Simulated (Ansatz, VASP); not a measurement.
**CdSe in VASP and in Ansatz**

File POSCAR:

```
CdSe
1.0
    4.4258521803      0.0000000000      0.0000000000
   -2.2129260901      3.8329004216      0.0000000000
    0.0000000000      0.0000000000      7.2154582357
Cd Se
2 2
Direct
    0.3333333333      0.6666666667      0.0045236756
    0.6666666667      0.3333333333      0.5045236756
    0.3333333333      0.6666666667      0.3804763244
    0.6666666667      0.3333333333      0.8804763244
```

The input INCAR.step1:

```
ALGO = Normal
EDIFF = 1E-4
ENCUT = 520
GGA = PE
ISMEAR = 0
LASPH = T
LCHARG = F
LREAL = F
LWAVE = T
NBANDS = 26
NELM = 100
PREC = Accurate
SIGMA = 0.01
```

The input INCAR.step2:

```
ALGO = Normal
EDIFF = 1E-6
ENCUT = 520
ISIF = 2
ISMEAR = 0
ISTART = 1
LASPH = T
LCHARG = T
LELF = T
LMIXTAU = T
LREAL = F
LVHAR = T
LWAVE = F
METAGGA = R2SCAN
NBANDS = 26
NELM = 100
PREC = Accurate
SIGMA = 0.01
```

File KPOINTS:

```
k-points
0
Gamma
  6 6 4
```

Input for Ansatz:

```yaml
crystal:
  lattice:
    - [4.4258521803, 0.0, 0.0]
    - [-2.2129260901, 3.8329004216, 0.0]
    - [0.0, 0.0, 7.2154582357]
  atoms:
    - { symbol: Cd, position: [0.3333333333, 0.6666666667, 0.0045236756] }
    - { symbol: Cd, position: [0.6666666667, 0.3333333333, 0.5045236756] }
    - { symbol: Se, position: [0.3333333333, 0.6666666667, 0.3804763244] }
    - { symbol: Se, position: [0.6666666667, 0.3333333333, 0.8804763244] }
kpoints:
  mp_grid: { grid: [6, 6, 4] }
hamiltonian:
  xc: r2scan
scf:
  occupations: { method: fixed }
  n_extra_bands: 5
output:
  forces: true
  stress: true
  eigenvalues: true
```

Alike in both runs: task single point; functional r2SCAN; k mesh 6 × 6 × 4; no spin polarisation.

|  | VASP | Ansatz |
| --- | --- | --- |
| version | VASP 6.6.1 | Ansatz 0.2.0 |
| potentials or method | VASP PAW PBE potentials, release 64 (Cd, Se) | plane waves, PAW |
| plane-wave cutoff (eV) | 520 | 500 |
| occupations | gaussian, width 0.01 eV | fixed |
| valence electrons in the cell | 36 | 72 |

|  | VASP | Ansatz | Ansatz less VASP |
| --- | --- | --- | --- |
| gap on the k mesh at the Fermi level (eV) | 0.95 | 0.96 | +0.012 |
| pressure (GPa) | -2.4 | -2.6 | -0.18 |

VASP's potentials were made for PBE, not for r2SCAN. VASP's potentials hold 36 valence electrons a cell and Ansatz's 72, so a difference there can come from the potentials and not from the codes.
